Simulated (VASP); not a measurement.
# GaAs (I-4m2) in VASP: further runs

GaAs is run at these levels: PBE; tasks: single point.

Program: VASP 6.6.1. These are calculated values, not measurements. Logs are shortened: lines on timing, memory, paths and dates and some standing lists are left out, and cuts for length are marked.

### Step 1. The cell of the first run

It takes space group I-4m2 (No. 119, tetragonal). Conventional cell: a = 3.998 Å, b = 3.998 Å, c = 5.767 Å, α = 90.00°, β = 90.00°, γ = 90.00°. Ga (site symmetry -4m2) has 4 As at 2.46 Å within 3.3 Å. As (site symmetry -4m2) has 4 Ga at 2.46 Å within 3.3 Å.

### Step 2. Single point, PBE (strain +0.0200 x Voigt [0, 0, 1, 0, 0, 0])

Input file INCAR:

```
ALGO = Normal
EDIFF = 1E-6
ENCUT = 520
GGA = PE
ISIF = 2
ISMEAR = 0
LASPH = True
LCHARG = False
LREAL = False
LWAVE = False
NBANDS = 16
NELM = 80
PREC = Accurate
SIGMA = 0.05
```

Input file KPOINTS:

```
k-points
0
Gamma
  10 10 10
```

Input file POSCAR:

```
GaAs
1.0
    0.0000000000      2.8268500000      2.8833870000
    2.8268500000      0.0000000000      2.8833870000
    2.8268500000      2.8268500000      0.0000000000
Ga As
1 1
Direct
    0.0000000000      0.0000000000      0.0000000000
    0.7500000000      0.7500000000      0.7500000000
```

Potentials or basis: VASP PAW PBE potentials, release 64 (Ga_d, As).

Run with:

```bash
> cat potpaw_PBE.64/Ga_d/POTCAR potpaw_PBE.64/As/POTCAR > POTCAR
> mpirun -np 1 vasp_std > vasp.out
```

OUTCAR:

```text
EDIFF = 1E-6
   ENCUT = 520
   GGA = PE
   ISIF = 2
   ISMEAR = 0
   LASPH = True
   LREAL = False
   NELM = 80
   PREC = Accurate

 ion  position               nearest neighbor table
   1  0.000  0.000  0.000-   2 2.46   2 2.46   2 2.46   2 2.46
   2  0.750  0.750  0.750-   1 2.46   1 2.46   1 2.46   1 2.46

  LATTYP: Found a body centered tetragonal cell.
 ALAT       =     3.9977696088
 C/A-ratio  =     1.4424978336

  Lattice vectors:

 A1 = (  -2.8268500000,   0.0000000000,   2.8833870000)
 A2 = (   2.8268500000,   0.0000000000,   2.8833870000)
 A3 = (   0.0000000000,   2.8268500000,  -2.8833870000)

Analysis of symmetry for initial positions (statically):
=====================================================================
 Subroutine PRICEL returns:
 Original cell was already a primitive cell.

 Routine SETGRP: Setting up the symmetry group for a
 body centered tetragonal supercell.

 Subroutine GETGRP returns: Found  8 space group operations
 (whereof  8 operations were pure point group operations)
 out of a pool of 16 trial point group operations.

The static configuration has the point symmetry D_2d.

Analysis of symmetry for dynamics (positions and initial velocities):
=====================================================================
 Subroutine PRICEL returns:
 Original cell was already a primitive cell.

 Routine SETGRP: Setting up the symmetry group for a
 body centered tetragonal supercell.

 Subroutine GETGRP returns: Found  8 space group operations
 (whereof  8 operations were pure point group operations)
 out of a pool of 16 trial point group operations.

The dynamic configuration has the point symmetry D_2d.

 Subroutine INISYM returns: Found  8 space group operations
 (whereof  8 operations are pure point group operations),
 and found     1 'primitive' translations

----------------------------------------------------------------------------------------

                                     Primitive cell

  volume of cell :      46.0828

  direct lattice vectors                    reciprocal lattice vectors
     0.000000000  2.826850000  2.883387000    -0.176875321  0.176875321  0.173407177
     2.826850000  0.000000000  2.883387000     0.176875321 -0.176875321  0.173407177
     2.826850000  2.826850000  0.000000000     0.176875321  0.176875321 -0.173407177

  length of vectors
     4.037945209  4.037945209  3.997769609     0.304367881  0.304367881  0.304367881

  position of ions in fractional coordinates (direct lattice)
     0.000000000  0.000000000  0.000000000
     0.750000000  0.750000000  0.750000000

  ion indices of the primitive-cell ions
   primitive index   ion index
                 1           1
                 2           2

----------------------------------------------------------------------------------------

 KPOINTS: k-points

Automatic generation of k-mesh.
 Grid dimensions read from file:
 generate k-points for:   10   10   10

 Generating k-lattice:

  Cartesian coordinates                     Fractional coordinates (reciprocal lattice)
    -0.017687532  0.017687532  0.017340718     0.100000000 -0.000000000  0.000000000
     0.017687532 -0.017687532  0.017340718    -0.000000000  0.100000000  0.000000000
     0.017687532  0.017687532 -0.017340718     0.000000000  0.000000000  0.100000000

  Length of vectors
     0.030436788  0.030436788  0.030436788

  Shift w.r.t. Gamma in fractional coordinates (k-lattice)
     0.000000000  0.000000000  0.000000000

 Subroutine IBZKPT returns following result:
 ===========================================

 Found    102 irreducible k-points:

 Following reciprocal coordinates:
            Coordinates               Weight
  0.000000  0.000000  0.000000      1.000000
  0.100000  0.000000  0.000000      8.000000
  0.200000  0.000000  0.000000      8.000000
  0.300000 -0.000000  0.000000      8.000000
  0.400000  0.000000  0.000000      8.000000
  0.500000  0.000000  0.000000      4.000000
[... 16 lines left out ...]
  0.300000  0.300000  0.000000      2.000000
  0.400000  0.300000  0.000000      8.000000
 [... further k-points ...]
   k-points           NKPTS =    102   k-points in BZ     NKDIM =    102   number of bands    NBANDS=     16
   number of dos      NEDOS =    301   number of ions     NIONS =      2
   total plane-waves  NPLWV =  27000
   dimension x,y,z NGX =    30 NGY =   30 NGZ =   30
   dimension x,y,z NGXF=    60 NGYF=   60 NGZF=   60
   ions per type =               1   1
   NGX,Y,Z   is equivalent  to a cutoff of  12.35, 12.35, 12.48 a.u.
   NGXF,Y,Z  is equivalent  to a cutoff of  24.70, 24.70, 24.95 a.u.
 SYSTEM =  unknown system
   PREC   = accura    normal or accurate (medium, high low for compatibility)
   ISTART =      0    job   : 0-new  1-cont  2-samecut
   ICHARG =      2    charge: 1-file 2-atom 10-const
   ISPIN  =      1    spin polarized calculation?
   LNONCOLLINEAR =      F non collinear calculations
   LSORBIT =      F    spin-orbit coupling
   LASPH  =      T    aspherical Exc in radial PAW
   ENCUT  =  520.0 eV  38.22 Ry    6.18 a.u.   7.51  7.51  7.43*2*pi/ulx,y,z
   NELM   =     80;   NELMIN=  2; NELMDL= -5     # of ELM steps
   EDIFF  = 0.1E-05   stopping-criterion for ELM
   LREAL  =      F    real-space projection
   EDIFFG = 0.1E-04   stopping-criterion for IOM
   NSW    =      0    number of steps for IOM
   IBRION =     -1    ionic relax: 0-MD 1-quasi-New 2-CG
   NFREE  =      0    steps in history (QN), initial steepest desc. (CG)
   ISIF   =      2    stress and relaxation
   ISYM   =      2    0-nonsym 1-usesym 2-fastsym
   POTIM  = 0.5000    time-step for ionic-motion
   TEBEG  =    0.0;   TEEND  =   0.0 temperature during run
   PSTRESS=    0.0 pullay stress
   NELECT =      18.0000    total number of electrons
   NUPDOWN=      -1.0000    fix difference up-down
   EMIN   =  10.00;   EMAX   =-10.00  energy-range for DOS
   EFERMI =   0.00;   METHOD = LEGACY
   ISMEAR =     0;   SIGMA  =   0.05  broadening in eV -4-tet -1-fermi 0-gaus
   EFERMI_NEDOS =   21; number of points for ismear=-14 and -15
   IALGO  =     38    algorithm
   IMIX   =      4    mixing-type and parameters
     AMIX     =   0.40;   BMIX     =  1.00
     AMIX_MAG =   1.60;   BMIX_MAG =  1.00
  volume/ion in A,a.u.               =      23.04       155.49
  Fermi-wavevector in a.u.,A,eV,Ry     =   1.196702  2.261440 19.484859  1.432097
  Thomas-Fermi vector in A             =   2.332636
   LORBIT       =      0    0 simple, 1 ext, 2 COOP (PROOUT), +10 PAW based schemes
   GGA     = PE    functional components
   LHFCALC =     F    Hartree Fock is set to
   AEXX    =    0.0000 exact exchange contribution
   IVDW    =     0    specifies the selected vdW correction
   LEPSILON=     F    determine dielectric tensor
   LRPA    =     F    only Hartree local field effects (RPA)
 non-spin polarized calculation
 Gauss-broadening in eV      SIGMA  =   0.05
  energy-cutoff  :      520.00
  volume of cell :       46.08
 maximum number of plane-waves:      1267
   NGX = 15   NGY = 15   NGZ = 15

 number of electron      17.9999988 magnetization

 Free energy of the ion-electron system (eV)
  ---------------------------------------------------
  ext. energy  EPLUGINS =         0.00000000
  ---------------------------------------------------
  free energy    TOTEN  =        -8.26408694 eV

  energy without entropy =       -8.26408693  energy(sigma->0) =       -8.26408694

 E-fermi :   3.9533     XC(G=0):  -9.4999

 val. band max:        3.7853640519   @ k =   0.0000   0.0000   0.0000
 cond. band min:       4.1162249532   @ k =   0.0000   0.0000   0.0000
 fundamental gap:      0.3308609013
 Fermi energy:         3.9533460721

 k-point     1 :       0.0000    0.0000    0.0000
  band No.  band energies     occupation
      1     -11.0284      2.00000
      2     -11.0234      2.00000
      3     -11.0234      2.00000
      4     -10.9524      2.00000
      5     -10.9491      2.00000
      6      -8.8371      2.00000
[... 8 lines left out ...]
     15      13.6215      0.00000
     16      14.0114      0.00000

 k-point     2 :       0.1000    0.0000    0.0000
  band No.  band energies     occupation
      1     -11.0336      2.00000
      2     -11.0240      2.00000
      3     -11.0212      2.00000
      4     -10.9526      2.00000
      5     -10.9491      2.00000
      6      -8.7230      2.00000
[... 8 lines left out ...]
     15      13.0088      0.00000
     16      13.3151      0.00000

 k-point     3 :       0.2000    0.0000    0.0000
  band No.  band energies     occupation
      1     -11.0529      2.00000
      2     -11.0191      2.00000
      3     -11.0159      2.00000
      4     -10.9527      2.00000
      5     -10.9488      2.00000
      6      -8.3954      2.00000
[... 8 lines left out ...]
     15      12.7702      0.00000
     16      12.8125      0.00000

 k-point     4 :       0.3000   -0.0000    0.0000
  band No.  band energies     occupation
      1     -11.0752      2.00000
      2     -11.0134      2.00000
      3     -11.0103      2.00000
      4     -10.9520      2.00000
      5     -10.9475      2.00000
      6      -7.9056      2.00000
[... 8 lines left out ...]
     15      13.0569      0.00000
     16      13.0607      0.00000

 k-point     5 :       0.4000    0.0000    0.0000
  band No.  band energies     occupation
      1     -11.0920      2.00000
      2     -11.0096      2.00000
      3     -11.0066      2.00000
      4     -10.9505      2.00000
      5     -10.9455      2.00000
      6      -7.3861      2.00000
[... 8 lines left out ...]
     15      14.1872      0.00000
     16      14.3034      0.00000

 k-point     6 :       0.5000    0.0000    0.0000
  band No.  band energies     occupation
      1     -11.0981      2.00000
      2     -11.0084      2.00000
      3     -11.0055      2.00000
      4     -10.9497      2.00000
      5     -10.9445      2.00000
      6      -7.1332      2.00000
[... 8 lines left out ...]
     15      15.4334      0.00000
     16      15.5836      0.00000

 k-point     7 :       0.1000    0.1000    0.0000
  band No.  band energies     occupation
      1     -11.0408      2.00000
      2     -11.0192      2.00000
      3     -11.0192      2.00000
      4     -10.9513      2.00000
      5     -10.9505      2.00000
      6      -8.6885      2.00000
[... 8 lines left out ...]
     15      12.1660      0.00000
     16      14.1663      0.00000

 k-point     8 :       0.2000    0.1000    0.0000
  band No.  band energies     occupation
      1     -11.0557      2.00000
      2     -11.0157      2.00000
      3     -11.0139      2.00000
      4     -10.9518      2.00000
      5     -10.9504      2.00000
      6      -8.4348      2.00000
[... 8 lines left out ...]
     15      13.1401      0.00000
     16      13.8196      0.00000

 k-point     9 :       0.3000    0.1000    0.0000
  band No.  band energies     occupation
      1     -11.0745      2.00000
      2     -11.0118      2.00000
      3     -11.0080      2.00000
      4     -10.9518      2.00000
      5     -10.9496      2.00000
      6      -7.9975      2.00000
[... 8 lines left out ...]
     15      13.5287      0.00000
     16      13.8575      0.00000
[... 172 lines left out ...]
 k-point    19 :       0.5000    0.2000    0.0000
  band No.  band energies     occupation
      1     -11.1051      2.00000
      2     -11.0015      2.00000
      3     -10.9953      2.00000
      4     -10.9538      2.00000
      5     -10.9478      2.00000
      6      -6.9651      2.00000
[... 8 lines left out ...]
     15      15.4570      0.00000
     16      15.5499      0.00000

 k-point    20 :      -0.4000    0.2000    0.0000
  band No.  band energies     occupation
      1     -11.1044      2.00000
      2     -11.0028      2.00000
      3     -10.9966      2.00000
      4     -10.9509      2.00000
      5     -10.9501      2.00000
      6      -6.8815      2.00000
[... 8 lines left out ...]
     15      13.7676      0.00000
     16      15.1631      0.00000

 k-point    21 :      -0.3000    0.2000    0.0000
  band No.  band energies     occupation
      1     -11.0959      2.00000
      2     -11.0051      2.00000
      3     -11.0008      2.00000
      4     -10.9543      2.00000
      5     -10.9476      2.00000
      6      -7.2316      2.00000
[... 8 lines left out ...]
     15      13.9745      0.00000
     16      15.7225      0.00000

 k-point    22 :      -0.2000    0.2000    0.0000
  band No.  band energies     occupation
      1     -11.0816      2.00000
      2     -11.0088      2.00000
      3     -11.0072      2.00000
      4     -10.9557      2.00000
      5     -10.9466      2.00000
      6      -7.7278      2.00000
[... 8 lines left out ...]
     15      14.2688      0.00000
     16      14.9865      0.00000

 k-point    23 :       0.3000    0.3000    0.0000
  band No.  band energies     occupation
      1     -11.0995      2.00000
      2     -10.9944      2.00000
      3     -10.9944      2.00000
      4     -10.9623      2.00000
      5     -10.9452      2.00000
      6      -7.6057      2.00000
[... 8 lines left out ...]
     15      15.3883      0.00000
     16      15.9557      0.00000

 k-point    24 :       0.4000    0.3000    0.0000
  band No.  band energies     occupation
      1     -11.1105      2.00000
      2     -10.9905      2.00000
      3     -10.9889      2.00000
      4     -10.9639      2.00000
      5     -10.9442      2.00000
      6      -7.1867      2.00000
[... 8 lines left out ...]
     15      15.9967      0.00000
     16      16.3525      0.00000

 [... further k-points ...]

------------------------ aborting loop because EDIFF is reached ----------------------------------------

  FORCE on cell =-STRESS in cart. coord.  units (eV):
  Direction    XX          YY          ZZ          XY          YZ          ZX
  --------------------------------------------------------------------------------------
  -------------------------------------------------------------------------------------
  Total        0.6921899      0.6921899      0.3473243      0.0000000      0.0000000      0.0000000
  in kB       24.0656394     24.0656394     12.0755606      0.0000000      0.0000000      0.0000000
  external PRESSURE =      20.0689465 kB  Pullay stress =       0.0000000 kB

 VOLUME and BASIS-vectors are now :
 -----------------------------------------------------------------------------
  energy-cutoff  :      520.00
  volume of cell :       46.08
      direct lattice vectors                 reciprocal lattice vectors
     0.000000000  2.826850000  2.883387000    -0.176875321  0.176875321  0.173407177
     2.826850000  0.000000000  2.883387000     0.176875321 -0.176875321  0.173407177
     2.826850000  2.826850000  0.000000000     0.176875321  0.176875321 -0.173407177

 POSITION                                       TOTAL-FORCE (eV/Angst)
 -----------------------------------------------------------------------------------
      0.00000      0.00000      0.00000         0.000000      0.000000     -0.000000
      4.24027      4.24027      4.32508        -0.000000     -0.000000      0.000000
 -----------------------------------------------------------------------------------
    total drift:                               -0.000002     -0.000002     -0.000001

  FREE ENERGIE OF THE ION-ELECTRON SYSTEM (eV)
  ---------------------------------------------------
  free  energy   TOTEN  =        -8.2640869361 eV

  energy  without entropy=       -8.2640869347  energy(sigma->0) =       -8.26408694
```

Run time: 54 s. Hardware: 1 thread of Intel Xeon Platinum 8375C at 2.90GHz (Ice Lake), shared host; peak memory 0.22 GiB.

Results:

| Item | Value |
| --- | --- |
| Free energy | -8.2641 eV |
| Pressure | 2.0 GPa |
| Band gap on the k mesh | 0.33 eV, direct |

Caveat: the cell differs from its parent crystal (strain +0.0200 x Voigt [0, 0, 1, 0, 0, 0]).

### Step 3. Single point, PBE (strain +0.0300 x Voigt [0, 0, 1, 0, 0, 0])

Input file INCAR:

```
  ALGO = Normal
  EDIFF = 1E-6
  ENCUT = 520
  GGA = PE
  ISIF = 2
  ISMEAR = 0
  LASPH = True
  LCHARG = False
  LREAL = False
  LWAVE = False
  NBANDS = 16
  NELM = 60
  PREC = Accurate
  SIGMA = 0.05
```

KPOINTS is that of step 2.

Input file POSCAR:

```
GaAs
1.0
    0.0000000000      2.8268500000      2.9116555000
    2.8268500000      0.0000000000      2.9116555000
    2.8268500000      2.8268500000      0.0000000000
Ga As
1 1
Direct
    0.0000000000      0.0000000000      0.0000000000
    0.7500000000      0.7500000000      0.7500000000
```

Potentials or basis: VASP PAW PBE potentials, release 64 (Ga_d, As).

Run with:

```bash
> cat potpaw_PBE.64/Ga_d/POTCAR potpaw_PBE.64/As/POTCAR > POTCAR
> mpirun -np 1 vasp_std > vasp.out
```

Wall time 64 s (1 thread of Intel Xeon Platinum 8375C at 2.90GHz (Ice Lake), shared host); peak memory 0.22 GiB.

Results (log left out):

```
Free energy            : -8.2660 eV
Pressure               : 1.3 GPa
Band gap on the k mesh : 0.24 eV, direct
```

Stress tensor (GPa, compression positive):
```
1.94 0.00 0.00
0.00 1.94 0.00
0.00 0.00 0.12
```

Levels at points of the mesh, in eV from the valence-band top:
```tsv
k point	band 7	band 8	band 9	band 10	band 11	band 12
(0.00, 0.00, 0.00)	-0.17	0.00	0.00	0.24	3.64	3.64
(0.50, 0.00, 0.00)	-6.54	-1.27	-1.04	0.85	4.49	4.66
(0.50, 0.50, 0.00)	-6.85	-2.50	-2.50	1.58	1.79	9.86
(0.50, 0.00, 0.50)	-6.68	-2.70	-2.68	1.40	1.52	9.75
```

Caveat: the cell differs from its parent crystal (strain +0.0300 x Voigt [0, 0, 1, 0, 0, 0]).

(Part 1 of 2 ends here.)
